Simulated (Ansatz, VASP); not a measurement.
**Two plane-wave programs on Ga3Sb**

```
CELL_PARAMETERS angstrom
-2.18255 2.07608 4.54529
2.18255 -2.07608 4.54529
2.18255 2.07608 -4.54529
ATOMIC_POSITIONS crystal
Ga 0.75000 0.25000 0.50000
Ga 0.25000 0.75000 0.50000
Ga 0.50000 0.50000 0.00000
Sb 0.00000 0.00000 0.00000
```

Change from the starting cell: strain +0.0250 x Voigt [1, -1, 0, 0, 0, 0], atoms carried along.

Alike in both runs: task single point; functional PBEsol; k mesh 16 × 16 × 16; occupations gaussian, width 0.15 eV; no spin polarisation.

|  | VASP | Ansatz |
| --- | --- | --- |
| version | VASP 6.6.1 | Ansatz 0.2.0 |
| potentials or method | VASP PAW PBE potentials, release 64 (Ga_d, Sb), cutoff 520 eV | scalar-relativistic, plane waves, PAW |
| valence electrons in the cell | 44 | 54 |

|  | VASP | Ansatz | Ansatz less VASP |
| --- | --- | --- | --- |
| gap on the k mesh at the Fermi level (eV) | none | none | - |
| pressure (GPa) | 0.2 | 0.1 | -0.07 |
| traceless stress, the component that is largest in VASP (GPa) | 0.20 | 0.20 | +0.002 |
| rms of the force components (eV/Å) | 0.021 | 0.021 | -0.0004 |

VASP's potentials were made for PBE, not for PBEsol. Atom by atom the forces differ by 0.000 eV/Å (rms over components). A gap of «none» marks a metal or a gap that the smearing closes. VASP's potentials hold 44 valence electrons a cell and Ansatz's 54, so a difference there can come from the potentials and not from the codes.

Neither program's run includes spin-orbit coupling.
